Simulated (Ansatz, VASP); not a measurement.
**CaO: VASP beside Ansatz**

Contents of INCAR:

```
PREC     = Accurate       # precision mode
ENCUT    = 600            # plane-wave cutoff, eV
EDIFF    = 1E-6           # SCF threshold, eV
ISMEAR   = 0              # smearing method
SIGMA    = 0.02           # smearing width, eV
LREAL    = F              # projectors in reciprocal space
LASPH    = T              # aspherical terms in the spheres
NELM     = 100            # most SCF steps
ALGO     = Normal         # electronic algorithm
ISIF     = 3              # what is computed and relaxed
LWAVE    = F              # write WAVECAR
LCHARG   = F              # write CHGCAR
IBRION   = 2              # ionic algorithm
NSW      = 100            # ionic steps
EDIFFG   = -0.005         # ionic threshold
```

KPOINTS

```
Automatic mesh
0
Gamma
  8 8 8
```

POSCAR

```
CaO
1.0
    0.0000000000      2.3568261008      2.3568261008
    2.3568261008      0.0000000000      2.3568261008
    2.3568261008      2.3568261008      0.0000000000
Ca O
1 1
Direct
    0.0000000000      0.0000000000      0.0000000000
    0.5000000000      0.5000000000      0.5000000000
```

Input for Ansatz:

```yaml
crystal:
  lattice:
    - [0.0, 2.3568261008, 2.3568261008]
    - [2.3568261008, 0.0, 2.3568261008]
    - [2.3568261008, 2.3568261008, 0.0]
  atoms:
    - { symbol: Ca, position: [0.0, 0.0, 0.0] }
    - { symbol: O, position: [0.5, 0.5, 0.5] }
basis:
  ecutwfc: 420
kpoints:
  mp_grid: { grid: [8, 8, 8] }
hamiltonian:
  xc: lda
scf:
  occupations: { method: gaussian, width: 0.02 }
output:
  forces: true
  stress: true
  eigenvalues: true
relax:
  adjacent_minimum: "off"
  f_tol: 0.005
  max_steps: 80
  cell: { stress_tol: 0.05 }
```

Alike in both runs: task relaxation of cell and atoms; functional LDA; k mesh 8 × 8 × 8; occupations gaussian, width 0.02 eV; no spin polarisation.

|  | VASP | Ansatz |
| --- | --- | --- |
| version | VASP 6.6.1 | Ansatz 0.2.0 |
| potentials or method | VASP PAW LDA potentials, release 64 (Ca_sv, O), cutoff 600 eV | scalar-relativistic, plane waves, PAW |
| valence electrons in the cell | 16 | 16 |

VASP gave:

```
gap on the k mesh at the Fermi level, each at its own relaxed structure (eV) : 3.42
relaxed volume (Å³/atom)                                                     : 13.13
relaxed cell length with the largest relative difference (Å)                 : 3.336
```

Which values does Ansatz return?

gap on the k mesh at the Fermi level, each at its own relaxed structure (eV): 3.45; relaxed volume (Å³/atom): 13.04; relaxed cell length with the largest relative difference (Å): 3.329.

LDA's correlation is that of Perdew and Zunger in VASP and of Perdew and Wang (1992) in Ansatz.
